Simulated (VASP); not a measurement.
# CoSi2 (Fm-3m) in VASP: further runs

CoSi2 is run at these levels: PBE, LDA; tasks: single point.

Everything below comes from runs of VASP 6.6.1. Logs are shortened: lines on timing, memory, paths and dates and some standing lists are left out, and cuts for length are marked.

### Step 1. The cell of the first run

The structure is cubic, space group Fm-3m (No. 225). Conventional cell: a = 5.247 Å, b = 5.247 Å, c = 5.247 Å, α = 90.00°, β = 90.00°, γ = 90.00°. Within 3.0 Å of Co (site symmetry m-3m) lie 8 Si at 2.27 Å. Within 3.0 Å of Si (site symmetry -43m) lie 4 Co at 2.27 Å and 6 Si at 2.62 Å.

### Step 2. Single point, PBE, collinear spin, ferromagnetic start

The input, INCAR:

```
ALGO     = Normal         # electronic algorithm
EDIFF    = 1E-6           # SCF threshold, eV
ENCUT    = 520            # plane-wave cutoff, eV
GGA      = PE             # functional
ISIF     = 2              # what is computed and relaxed
ISMEAR   = -1             # smearing method
ISPIN    = 2              # spin polarisation
LASPH    = True           # aspherical terms in the spheres
LCHARG   = False          # write CHGCAR
LMAXMIX  = 4              # l up to which the mixer works
LORBIT   = 11             # projections on sites
LREAL    = False          # projectors in reciprocal space
LWAVE    = False          # write WAVECAR
MAGMOM   = 2 0 0          # initial moments
NBANDS   = 20             # bands
NELM     = 150            # most SCF steps
PREC     = Accurate       # precision mode
SIGMA    = 0.05           # smearing width, eV
```

The input, KPOINTS:

```
k-points
0
Gamma
  9 9 9
```

The input, POSCAR:

```
CoSi2
1.0
    0.0000000000      2.6233315991      2.6233315991
    2.6233315991      0.0000000000      2.6233315991
    2.6233315991      2.6233315991      0.0000000000
Co Si
1 2
Direct
    0.0000000000      0.0000000000      0.0000000000
    0.7500000000      0.7500000000      0.7500000000
    0.2500000000      0.2500000000      0.2500000000
```

Potentials or basis: VASP PAW PBE potentials, release 64 (Co, Si).

Run with:

```console
$ cat potpaw_PBE.64/Co/POTCAR potpaw_PBE.64/Si/POTCAR > POTCAR
$ mpirun -np 1 vasp_std > vasp.out
```

OUTCAR:

```text
EDIFF = 1E-6
   ENCUT = 520
   GGA = PE
   ISIF = 2
   ISMEAR = -1
   ISPIN = 2
   LASPH = True
   LORBIT = 11
   LREAL = False
   NELM = 150
   PREC = Accurate

 ion  position               nearest neighbor table
   1  0.000  0.000  0.000-   2 2.27   2 2.27   2 2.27   2 2.27   3 2.27   3 2.27   3 2.27   3 2.27

   2  0.750  0.750  0.750-   1 2.27   1 2.27   1 2.27   1 2.27   3 2.62   3 2.62   3 2.62   3 2.62
                             3 2.62   3 2.62
   3  0.250  0.250  0.250-   1 2.27   1 2.27   1 2.27   1 2.27   2 2.62   2 2.62   2 2.62   2 2.62
                             2 2.62   2 2.62

  LATTYP: Found a face centered cubic cell.
 ALAT       =     5.2466631982

  Lattice vectors:

 A1 = (   0.0000000000,   2.6233315991,   2.6233315991)
 A2 = (   2.6233315991,   0.0000000000,   2.6233315991)
 A3 = (   2.6233315991,   2.6233315991,   0.0000000000)

Analysis of symmetry for initial positions (statically):
=====================================================================
 Subroutine PRICEL returns:
 Original cell was already a primitive cell.

 Routine SETGRP: Setting up the symmetry group for a
 face centered cubic supercell.

 Subroutine GETGRP returns: Found 48 space group operations
 (whereof 48 operations were pure point group operations)
 out of a pool of 48 trial point group operations.

The static configuration has the point symmetry O_h .

Analysis of symmetry for dynamics (positions and initial velocities):
=====================================================================
 Subroutine PRICEL returns:
 Original cell was already a primitive cell.

 Routine SETGRP: Setting up the symmetry group for a
 face centered cubic supercell.

 Subroutine GETGRP returns: Found 48 space group operations
 (whereof 48 operations were pure point group operations)
 out of a pool of 48 trial point group operations.

The dynamic configuration has the point symmetry O_h .

Analysis of structural, dynamic, and magnetic symmetry:
=====================================================================
 Subroutine PRICEL returns:
 Original cell was already a primitive cell.

 Routine SETGRP: Setting up the symmetry group for a
 face centered cubic supercell.

 Subroutine GETGRP returns: Found 48 space group operations
 (whereof 48 operations were pure point group operations)
 out of a pool of 48 trial point group operations.

The overall configuration has the point symmetry O_h .

 Subroutine INISYM returns: Found 48 space group operations
 (whereof 48 operations are pure point group operations),
 and found     1 'primitive' translations

----------------------------------------------------------------------------------------

                                     Primitive cell

  volume of cell :      36.1068

  direct lattice vectors                    reciprocal lattice vectors
     0.000000000  2.623331599  2.623331599    -0.190597331  0.190597331  0.190597331
     2.623331599  0.000000000  2.623331599     0.190597331 -0.190597331  0.190597331
     2.623331599  2.623331599  0.000000000     0.190597331  0.190597331 -0.190597331

  length of vectors
     3.709951126  3.709951126  3.709951126     0.330124260  0.330124260  0.330124260

  position of ions in fractional coordinates (direct lattice)
     0.000000000  0.000000000  0.000000000
     0.750000000  0.750000000  0.750000000
     0.250000000  0.250000000  0.250000000

  ion indices of the primitive-cell ions
   primitive index   ion index
                 1           1
                 2           2
                 3           3

----------------------------------------------------------------------------------------

 KPOINTS: k-points

Automatic generation of k-mesh.
 Grid dimensions read from file:
 generate k-points for:    9    9    9

 Generating k-lattice:

  Cartesian coordinates                     Fractional coordinates (reciprocal lattice)
    -0.021177481  0.021177481  0.021177481     0.111111111  0.000000000  0.000000000
     0.021177481 -0.021177481  0.021177481     0.000000000  0.111111111  0.000000000
     0.021177481  0.021177481 -0.021177481     0.000000000  0.000000000  0.111111111

  Length of vectors
     0.036680473  0.036680473  0.036680473

  Shift w.r.t. Gamma in fractional coordinates (k-lattice)
     0.000000000  0.000000000  0.000000000

 Subroutine IBZKPT returns following result:
 ===========================================

 Found     35 irreducible k-points:

 Following reciprocal coordinates:
            Coordinates               Weight
  0.000000  0.000000  0.000000      1.000000
  0.111111  0.000000  0.000000      8.000000
  0.222222  0.000000  0.000000      8.000000
  0.333333  0.000000  0.000000      8.000000
  0.444444  0.000000  0.000000      8.000000
  0.111111  0.111111  0.000000      6.000000
[... 16 lines left out ...]
 -0.333333  0.333333  0.000000     12.000000
  0.444444  0.444444  0.000000      6.000000
 [... further k-points ...]
   k-points           NKPTS =     35   k-points in BZ     NKDIM =     35   number of bands    NBANDS=     20
   number of dos      NEDOS =    301   number of ions     NIONS =      3
   total plane-waves  NPLWV =  21952
   dimension x,y,z NGX =    28 NGY =   28 NGZ =   28
   dimension x,y,z NGXF=    56 NGYF=   56 NGZF=   56
   ions per type =               1   2
   NGX,Y,Z   is equivalent  to a cutoff of  12.55, 12.55, 12.55 a.u.
   NGXF,Y,Z  is equivalent  to a cutoff of  25.09, 25.09, 25.09 a.u.
 SYSTEM =  unknown system
   PREC   = accura    normal or accurate (medium, high low for compatibility)
   ISTART =      0    job   : 0-new  1-cont  2-samecut
   ICHARG =      2    charge: 1-file 2-atom 10-const
   ISPIN  =      2    spin polarized calculation?
   LNONCOLLINEAR =      F non collinear calculations
   LSORBIT =      F    spin-orbit coupling
   LASPH  =      T    aspherical Exc in radial PAW
   ENCUT  =  520.0 eV  38.22 Ry    6.18 a.u.   6.90  6.90  6.90*2*pi/ulx,y,z
   NELM   =    150;   NELMIN=  2; NELMDL= -5     # of ELM steps
   EDIFF  = 0.1E-05   stopping-criterion for ELM
   LREAL  =      F    real-space projection
   EDIFFG = 0.1E-04   stopping-criterion for IOM
   NSW    =      0    number of steps for IOM
   IBRION =     -1    ionic relax: 0-MD 1-quasi-New 2-CG
   NFREE  =      0    steps in history (QN), initial steepest desc. (CG)
   ISIF   =      2    stress and relaxation
   ISYM   =      2    0-nonsym 1-usesym 2-fastsym
   POTIM  = 0.5000    time-step for ionic-motion
   TEBEG  =    0.0;   TEEND  =   0.0 temperature during run
   PSTRESS=    0.0 pullay stress
   NELECT =      17.0000    total number of electrons
   NUPDOWN=      -1.0000    fix difference up-down
   EMIN   =  10.00;   EMAX   =-10.00  energy-range for DOS
[... 5 lines left out ...]
     AMIX     =   0.40;   BMIX     =  1.00
     AMIX_MAG =   1.60;   BMIX_MAG =  1.00
  volume/ion in A,a.u.               =      12.04        81.22
  Fermi-wavevector in a.u.,A,eV,Ry     =   1.273585  2.406727 22.068906  1.622019
  Thomas-Fermi vector in A             =   2.406400
   LORBIT       =     11    0 simple, 1 ext, 2 COOP (PROOUT), +10 PAW based schemes
   GGA     = PE    functional components
   LHFCALC =     F    Hartree Fock is set to
   AEXX    =    0.0000 exact exchange contribution
   IVDW    =     0    specifies the selected vdW correction
   LEPSILON=     F    determine dielectric tensor
   LRPA    =     F    only Hartree local field effects (RPA)
 spin polarized calculation
  energy-cutoff  :      520.00
  volume of cell :       36.11
 maximum number of plane-waves:       984
   NGX = 13   NGY = 13   NGZ = 13

 number of electron      17.0000006 magnetization       0.0046803

 number of electron      17.0000006 magnetization      -0.0000012

 Free energy of the ion-electron system (eV)
  ---------------------------------------------------
  ext. energy  EPLUGINS =         0.00000000
  ---------------------------------------------------
  free energy    TOTEN  =       -19.20318773 eV

  energy without entropy =      -19.19311638  energy(sigma->0) =      -19.19815205

 E-fermi :  10.9100     XC(G=0): -12.0339

 val. band max:       10.9026901102   @ k =  -0.2222   0.1111   0.0000
 cond. band min:      10.9258315636   @ k =   0.3333   0.1111   0.0000
 fundamental gap:      0.0231414535
 Fermi energy:        10.9100409024

 spin component 1

 k-point     1 :       0.0000    0.0000    0.0000
  band No.  band energies     occupation
      1      -2.6638      1.00000
      2       6.5879      1.00000
      3       6.5879      1.00000
      4       6.5879      1.00000
      5       8.8314      1.00000
      6       8.8314      1.00000
[... 12 lines left out ...]
     19      21.7522      0.00000
     20      27.1715      0.00000
[... 507 lines left out ...]
 k-point    24 :       0.4444    0.4444    0.0000
  band No.  band energies     occupation
      1       1.1953      1.00000
      2       3.9149      1.00000
      3       4.3776      1.00000
      4       7.0661      1.00000
      5       7.0661      1.00000
      6       8.9314      1.00000
[... 12 lines left out ...]
     19      26.4960      0.00000
     20      26.7562      0.00000

 [... further k-points ...]

 spin component 2

 k-point     1 :       0.0000    0.0000    0.0000
  band No.  band energies     occupation
      1      -2.6638      1.00000
      2       6.5879      1.00000
      3       6.5879      1.00000
      4       6.5879      1.00000
      5       8.8313      1.00000
      6       8.8313      1.00000
[... 12 lines left out ...]
     19      21.7523      0.00000
     20      27.1715      0.00000
[... 507 lines left out ...]
 k-point    24 :       0.4444    0.4444    0.0000
  band No.  band energies     occupation
      1       1.1952      1.00000
      2       3.9148      1.00000
      3       4.3776      1.00000
      4       7.0660      1.00000
      5       7.0660      1.00000
      6       8.9313      1.00000
[... 12 lines left out ...]
     19      26.4959      0.00000
     20      26.7562      0.00000

 [... further k-points ...]
[... 5 lines left out ...]
  --------------------------------------------------------------------------------------
  -------------------------------------------------------------------------------------
  Total        2.9579325      2.9579325      2.9579325     -0.0000000     -0.0000000     -0.0000000
  in kB      131.2530095    131.2530095    131.2530095     -0.0000000     -0.0000000     -0.0000000
  external PRESSURE =     131.2530095 kB  Pullay stress =       0.0000000 kB

 VOLUME and BASIS-vectors are now :
 -----------------------------------------------------------------------------
  energy-cutoff  :      520.00
  volume of cell :       36.11
      direct lattice vectors                 reciprocal lattice vectors
     0.000000000  2.623331599  2.623331599    -0.190597331  0.190597331  0.190597331
     2.623331599  0.000000000  2.623331599     0.190597331 -0.190597331  0.190597331
     2.623331599  2.623331599  0.000000000     0.190597331  0.190597331 -0.190597331

 POSITION                                       TOTAL-FORCE (eV/Angst)
 -----------------------------------------------------------------------------------
      0.00000      0.00000      0.00000         0.000000      0.000000      0.000000
      3.93500      3.93500      3.93500         0.000000      0.000000      0.000000
      1.31167      1.31167      1.31167        -0.000000     -0.000000     -0.000000
 -----------------------------------------------------------------------------------
    total drift:                               -0.000000     -0.000000      0.000000

  FREE ENERGIE OF THE ION-ELECTRON SYSTEM (eV)
  ---------------------------------------------------
  free  energy   TOTEN  =       -19.2031877309 eV

  energy  without entropy=      -19.1931163766  energy(sigma->0) =      -19.19815205

 total charge

# of ion       s       p       d       tot
------------------------------------------
    1        0.574   0.796   7.663   9.034
    2        0.717   0.915   0.000   1.632
    3        0.717   0.915   0.000   1.632
--------------------------------------------------
tot          2.008   2.627   7.663  12.298

 magnetization (x)

# of ion       s       p       d       tot
------------------------------------------
    1       -0.000  -0.000  -0.000  -0.000
    2        0.000  -0.000   0.000   0.000
    3        0.000  -0.000   0.000   0.000
--------------------------------------------------
tot          0.000  -0.000  -0.000  -0.000
```

Wall time 31 s (1 thread of Intel Xeon Platinum 8488C (Sapphire Rapids), shared host); peak memory 0.19 GiB.

What came out:

* Free energy: -19.2032 eV
* Pressure: 13.1 GPa
* Net moment: 0.00 μB per cell
* Valence electrons inside the program's atomic spheres: Co 9.03; Si 1.63

Caveat: the starting moments collapsed, and a magnetic state may lie lower.

### Step 3. Single point, LDA, collinear spin, ferromagnetic start

This run uses another cell than the first one, of 12.29 Å³/atom, 1.021 times its volume.

The input, INCAR:

```
PREC = Accurate
ENCUT = 520
EDIFF = 1E-6
ISMEAR = -1
SIGMA = 0.05
LREAL = False
LASPH = True
NELM = 150
ALGO = Normal
ISIF = 2
LWAVE = False
LCHARG = True
ISPIN = 2
MAGMOM = 2 0 0
LORBIT = 11
LMAXMIX = 4
GGA = CA
LELF = True
LVHAR = True
NBANDS = 20
```

The input, KPOINTS:

```
Automatic mesh
0
Gamma
  9 9 9
```

The input, POSCAR:

```
CoSi2
1.0
    0.0000000000      2.6418063740      2.6418063740
    2.6418063740      0.0000000000      2.6418063740
    2.6418063740      2.6418063740      0.0000000000
Co Si
1 2
Direct
    0.0000000000      0.0000000000      0.0000000000
    0.7500000000      0.7500000000      0.7500000000
    0.2500000000      0.2500000000      0.2500000000
```

Potentials or basis: VASP PAW LDA potentials, release 64 (Co, Si).

Run with:

```console
$ cat potpaw_LDA.64/Co/POTCAR potpaw_LDA.64/Si/POTCAR > POTCAR
$ mpirun -np 1 vasp_std > vasp.out
```

It took 33 s on 1 thread of Intel Xeon Platinum 8488C (Sapphire Rapids), shared host; peak memory 0.17 GiB.

It converged, with:

* Free energy: -21.9286 eV
* Pressure: -0.8 GPa
* Net moment: 0.00 μB per cell
* Valence electrons inside the program's atomic spheres: Co 8.99; Si 1.63

Levels at points of the mesh, in eV from the Fermi level:
Spin up:
| k point | band 5 | band 6 | band 7 | band 8 | band 9 | band 10 | band 11 | band 12 | band 13 | band 14 |
| --- | --- | --- | --- | --- | --- | --- | --- | --- | --- | --- |
| (0.00, 0.00, 0.00) | -2.01 | -2.01 | 1.12 | 3.52 | 3.52 | 3.52 | 3.62 | 3.62 | 3.62 | 5.84 |
Spin down:
```csv
k point,band 7,band 8,band 9,band 10,band 11,band 12
"(0.00, 0.00, 0.00)",1.12,3.52,3.52,3.52,3.62,3.62
```

Caveat: the starting moments collapsed, and a magnetic state may lie lower.

### Step 4. Single point, PBE, collinear spin, ferromagnetic start

This run uses another cell than the first one, of 12.29 Å³/atom, 1.021 times its volume.

The input, INCAR:

```
SYSTEM = CoSi2
PREC = Accurate
ENCUT = 520
EDIFF = 1E-6
ISMEAR = -1
SIGMA = 0.05
LREAL = .False.
LASPH = .True.
NELM = 150
ALGO = Normal
ISIF = 2
LWAVE = .False.
LCHARG = .True.
ISPIN = 2
MAGMOM = 2 0 0
LORBIT = 11
LMAXMIX = 4
GGA = PE
LELF = .True.
LVHAR = .True.
NBANDS = 20
```

The input, KPOINTS:

```
regular mesh
0
Gamma
  9 9 9
  0 0 0
```

POSCAR is that of step 3.

Potentials or basis: VASP PAW PBE potentials, release 64 (Co, Si).

Run with:

```console
$ cat potpaw_PBE.64/Co/POTCAR potpaw_PBE.64/Si/POTCAR > POTCAR
$ mpirun -np 1 vasp_std > vasp.out
```

OUTCAR:

```text
SYSTEM = CoSi2
   PREC = Accurate
   ENCUT = 520
   EDIFF = 1E-6
   ISMEAR = -1
   LREAL = .False.
   LASPH = .True.
   NELM = 150
   ISIF = 2
   ISPIN = 2
   LORBIT = 11
   GGA = PE

 ion  position               nearest neighbor table
   1  0.000  0.000  0.000-   2 2.29   3 2.29   2 2.29   2 2.29   2 2.29   3 2.29   3 2.29   3 2.29

   2  0.750  0.750  0.750-   1 2.29   1 2.29   1 2.29   1 2.29   3 2.64   3 2.64   3 2.64   3 2.64
                             3 2.64   3 2.64
   3  0.250  0.250  0.250-   1 2.29   1 2.29   1 2.29   1 2.29   2 2.64   2 2.64   2 2.64   2 2.64
                             2 2.64   2 2.64

  LATTYP: Found a face centered cubic cell.
[... 1330 lines left out ...]
  energy-cutoff  :      520.00
  volume of cell :       36.88
      direct lattice vectors                 reciprocal lattice vectors
     0.000000000  2.641806374  2.641806374    -0.189264438  0.189264438  0.189264438
     2.641806374  0.000000000  2.641806374     0.189264438 -0.189264438  0.189264438
     2.641806374  2.641806374  0.000000000     0.189264438  0.189264438 -0.189264438

 POSITION                                       TOTAL-FORCE (eV/Angst)
 -----------------------------------------------------------------------------------
      0.00000      0.00000      0.00000        -0.000000     -0.000000     -0.000000
      3.96271      3.96271      3.96271         0.000000      0.000000      0.000000
      1.32090      1.32090      1.32090         0.000000     -0.000000      0.000000
 -----------------------------------------------------------------------------------
    total drift:                               -0.000000     -0.000000      0.000000

  FREE ENERGIE OF THE ION-ELECTRON SYSTEM (eV)
  ---------------------------------------------------
  free  energy   TOTEN  =       -19.2546303468 eV

  energy  without entropy=      -19.2445487549  energy(sigma->0) =      -19.24958955

 total charge

# of ion       s       p       d       tot
------------------------------------------
    1        0.562   0.769   7.639   8.971
    2        0.717   0.900   0.000   1.617
    3        0.717   0.900   0.000   1.617
--------------------------------------------------
tot          1.996   2.570   7.639  12.206

 magnetization (x)

# of ion       s       p       d       tot
------------------------------------------
    1       -0.000  -0.000  -0.000  -0.000
    2        0.000   0.000   0.000   0.000
    3        0.000   0.000   0.000   0.000
--------------------------------------------------
tot         -0.000   0.000  -0.000  -0.000
```

Run time: 35 s. Hardware: 1 thread of Intel Xeon Platinum 8488C (Sapphire Rapids), shared host; peak memory 0.19 GiB.

What came out:

```
Free energy                                           : -19.2546 eV
Pressure                                              : 8.4 GPa
Net moment                                            : 0.00 μB per cell
Valence electrons inside the program's atomic spheres : Co 8.97; Si 1.62
```

Levels at points of the mesh, in eV from the Fermi level:
Spin up:
```
           k point  band 7  band 8  band 9  band 10  band 11  band 12
(0.00, 0.00, 0.00)    1.21    3.50    3.50     3.50     3.61     3.61
```
Spin down:
```csv
k point,band 6,band 7,band 8,band 9,band 10,band 11,band 12,band 13
"(0.00, 0.00, 0.00)",-2.01,1.21,3.50,3.50,3.50,3.61,3.61,3.61
```

Caveat: the starting moments collapsed, and a magnetic state may lie lower.
